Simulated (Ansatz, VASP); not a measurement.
# W in VASP and in Ansatz

The input INCAR:

```
SYSTEM = W
PREC     = Accurate       ! precision mode
ENCUT    = 600            ! plane-wave cutoff, eV
EDIFF    = 1E-7           ! SCF threshold, eV
ISMEAR   = 0              ! smearing method
SIGMA    = 0.1            ! smearing width, eV
LREAL    = .False.        ! projectors in reciprocal space
LASPH    = .True.         ! aspherical terms in the spheres
NELM     = 100            ! most SCF steps
ALGO     = Normal         ! electronic algorithm
ISIF     = 3              ! what is computed and relaxed
LWAVE    = .False.        ! write WAVECAR
LCHARG   = .False.        ! write CHGCAR
GGA      = PS             ! functional
IBRION   = 2              ! ionic algorithm
NSW      = 100            ! ionic steps
EDIFFG   = -0.01          ! ionic threshold
```

Contents of KPOINTS:

```
regular mesh
0
Gamma
  24 24 24
  0 0 0
```

The input POSCAR:

```
W
1.0
   -1.5749971785      1.5749971785      1.5749971785
    1.5749971785     -1.5749971785      1.5749971785
    1.5749971785      1.5749971785     -1.5749971785
W
1
Direct
    0.0000000000      0.0000000000      0.0000000000
```

Input for Ansatz:

```yaml
crystal:
  lattice:
    - [-1.5749971785, 1.5749971785, 1.5749971785]
    - [1.5749971785, -1.5749971785, 1.5749971785]
    - [1.5749971785, 1.5749971785, -1.5749971785]
  atoms:
    - { symbol: W, position: [0.0, 0.0, 0.0] }
basis:
  ecutwfc: 420
kpoints:
  mp_grid: { grid: [24, 24, 24] }
hamiltonian:
  xc: pbesol
scf:
  occupations: { method: gaussian, width: 0.1 }
output:
  forces: true
  stress: true
  eigenvalues: true
relax:
  adjacent_minimum: "off"
  f_tol: 0.01
  max_steps: 80
  cell: { stress_tol: 0.05 }
```

Alike in both runs: task relaxation of cell and atoms; functional PBEsol; k mesh 24 × 24 × 24; occupations gaussian, width 0.1 eV; no spin polarisation.

|  | VASP | Ansatz |
| --- | --- | --- |
| version | VASP 6.6.1 | Ansatz 0.2.0 |
| potentials or method | VASP PAW PBE potentials, release 64 (W_sv), cutoff 600 eV | scalar-relativistic, plane waves, PAW |
| valence electrons in the cell | 14 | 14 |

```tsv
	VASP	Ansatz	Ansatz less VASP
gap on the k mesh at the Fermi level, each at its own relaxed structure (eV)	none	none	-
relaxed volume (Å³/atom)	15.72	15.69	-0.035
relaxed cell length with the largest relative difference (Å)	2.734	2.732	-0.0020
```

VASP's potentials were made for PBE, not for PBEsol. A gap of «none» marks a metal or a gap that the smearing closes.

Neither program's run includes spin-orbit coupling.
